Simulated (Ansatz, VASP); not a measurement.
KI in VASP and in Ansatz

File POSCAR:

```
KI
1.0
    4.9000107912      0.0000000000      0.0000000000
   -2.4500053956      4.2435338240      0.0000000000
    0.0000000000      0.0000000000      8.5899941413
K I
2 2
Direct
    0.0000000000      0.0000000000      0.0000000000
    0.0000000000      0.0000000000      0.5000000000
    0.3333333333      0.6666666667      0.2500000000
    0.6666666667      0.3333333333      0.7500000000
```

File INCAR.step1:

```
SYSTEM = KI
PREC = Accurate
ENCUT = 520
ISMEAR = 0
SIGMA = 0.01
LREAL = .False.
LASPH = .True.
NELM = 60
NBANDS = 24
GGA = PE
ALGO = Normal
EDIFF = 1E-4
LWAVE = .True.
LCHARG = .False.
```

The input INCAR.step2:

```
SYSTEM = KI
PREC = Accurate
ENCUT = 520
EDIFF = 1E-6
ISMEAR = 0
SIGMA = 0.01
LREAL = .False.
LASPH = .True.
NELM = 60
ALGO = Normal
ISIF = 2
LWAVE = .False.
LCHARG = .False.
METAGGA = R2SCAN
LMIXTAU = .True.
NBANDS = 24
ISTART = 1
```

Contents of KPOINTS:

```
Automatic mesh
0
Gamma
  6 6 4
  0 0 0
```

Input for Ansatz:

```yaml
crystal:
  lattice:
    - [4.9000107912, 0.0, 0.0]
    - [-2.4500053956, 4.243533824, 0.0]
    - [0.0, 0.0, 8.5899941413]
  atoms:
    - { symbol: K, position: [0.0, 0.0, 0.0] }
    - { symbol: K, position: [0.0, 0.0, 0.5] }
    - { symbol: I, position: [0.3333333333, 0.6666666667, 0.25] }
    - { symbol: I, position: [0.6666666667, 0.3333333333, 0.75] }
kpoints:
  mp_grid: { grid: [6, 6, 4] }
  band_path:
    path:
      - [0.0, 0.0, 0.0]
      - [0.5, 0.0, 0.0]
      - [0.3333333333, 0.3333333333, 0.0]
      - [0.0, 0.0, 0.5]
      - [0.5, 0.0, 0.5]
      - [0.3333333333, 0.3333333333, 0.5]
    npoints: 1
hamiltonian:
  xc: r2scan
scf:
  occupations: { method: fixed }
  n_extra_bands: 5
output:
  forces: true
  stress: true
  eigenvalues: true
```

Alike in both runs: task single point; functional r2SCAN; k mesh 6 × 6 × 4; no spin polarisation.

```csv
,VASP,Ansatz
version,VASP 6.6.1,Ansatz 0.2.0
potentials or method,"VASP PAW PBE potentials, release 64 (K_sv, I)","plane waves, PAW"
plane-wave cutoff (eV),520,500
occupations,"gaussian, width 0.01 eV",fixed
valence electrons in the cell,32,52
```

```csv
,VASP,Ansatz,Ansatz less VASP
gap on the k mesh at the Fermi level (eV),4.49,4.50,+0.003
pressure (GPa),0.0,0.0,0.00
```

VASP's potentials were made for PBE, not for r2SCAN. VASP's potentials hold 32 valence electrons a cell and Ansatz's 52, so a difference there can come from the potentials and not from the codes.

Spin-orbit coupling is off throughout.
